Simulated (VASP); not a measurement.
A run of VASP 6.6.1 is set up as follows.

INCAR

```
SYSTEM = ZrS2
  PREC = Accurate
  ENCUT = 400
  EDIFF = 1E-6
  ISMEAR = 0
  SIGMA = 0.05
  LREAL = .FALSE.
  LASPH = .TRUE.
  NELM = 120
  ALGO = Normal
  ISIF = 2
  LWAVE = .FALSE.
  LCHARG = .TRUE.
  LDIPOL = .TRUE.
  IDIPOL = 3
  DIPOL = 0.5 0.5 0.270
  GGA = PE
  IVDW = 12
  LELF = .TRUE.
  LVHAR = .TRUE.
  LVACPOTAV = .TRUE.
  NBANDS = 19
  GGA_COMPAT = .FALSE.
  NELMDL = -8
```

Contents of KPOINTS:

```
Automatic mesh
0
G
  9 9 1
  0 0 0
```

POSCAR

```
ZrS2
1.0
    3.6488371695      0.0000000000      0.0000000000
   -1.8244185848      3.1599856830      0.0000000000
    0.0000000000      0.0000000000     20.2171510574
S Zr
2 1
Direct
    0.6666666667      0.3333333333      0.1978518135
    0.3333333333      0.6666666667      0.3421427202
    0.0000000000      0.0000000000      0.2699972668
```

Potentials or basis: VASP PAW PBE potentials, release 64 (S, Zr_sv).

The run is started by

```console
$ cat potpaw_PBE.64/S/POTCAR potpaw_PBE.64/Zr_sv/POTCAR > POTCAR
$ mpirun -np 1 vasp_std > vasp.out
```

(1) Estimate the dispersion energy per atom.

(2) Predict the largest force.

(3) What does it give for the band gap on the k mesh?

Results:

(1) -0.246 eV.

(2) 0.008 eV/Å.

(3) 1.13 eV (least direct gap 1.69 eV).
